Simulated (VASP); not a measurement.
# Cu: single point with r2SCAN

The system is Cu.

```xyz
8
Lattice="-3.5767 -3.5767 0.0000 -3.5767 0.0000 -3.5767 0.0000 -3.5767 -3.5767" Properties=species:S:1:pos:R:3 pbc="T T T"
Cu   -3.5767   -3.5767   -3.5767
Cu   -1.7883   -1.7883   -3.5767
Cu   -1.7883   -3.5767   -1.7883
Cu    0.0000   -1.7883   -1.7883
Cu   -3.5767   -1.7883   -1.7883
Cu   -1.7883    0.0000   -1.7883
Cu   -1.7883   -1.7883    0.0000
Cu    0.0000    0.0000    0.0000
```

```json
{
  "Program": "VASP 6.6.1",
  "Task": "single point",
  "Functional": "r2SCAN",
  "Potentials or basis": "VASP PAW PBE potentials, release 64 (Cu)",
  "Cutoff": "520 eV",
  "k mesh": "6 × 6 × 6",
  "Occupations": "gaussian, width 0.1 eV",
  "Spin": "no spin polarisation"
}
```

```yaml
Pressure: 0.6 GPa
Band_gap_on_the_k_mesh: zero (band 44 reaches 8.80 eV, above the bottom of band 45 at 6.65 eV)
```

Levels at points of the mesh, in eV from the Fermi level:
```tsv
k point	band 42	band 43	band 44	band 45	band 46	band 47
(0.00, 0.00, 0.00)	-1.06	-1.06	-1.06	-1.06	1.65	1.65
(0.50, 0.00, 0.00)	-1.64	1.09	1.09	1.09	1.09	1.09
(0.50, 0.50, 0.00)	-1.52	-0.24	-0.24	-0.24	-0.24	6.68
```

It used 690 s of CPU time on 1 thread of AMD EPYC 7R13 Processor (Zen 3) (shared host).

Caveat: the PAW data sets were made with another functional, which shifts forces and pressure a little.
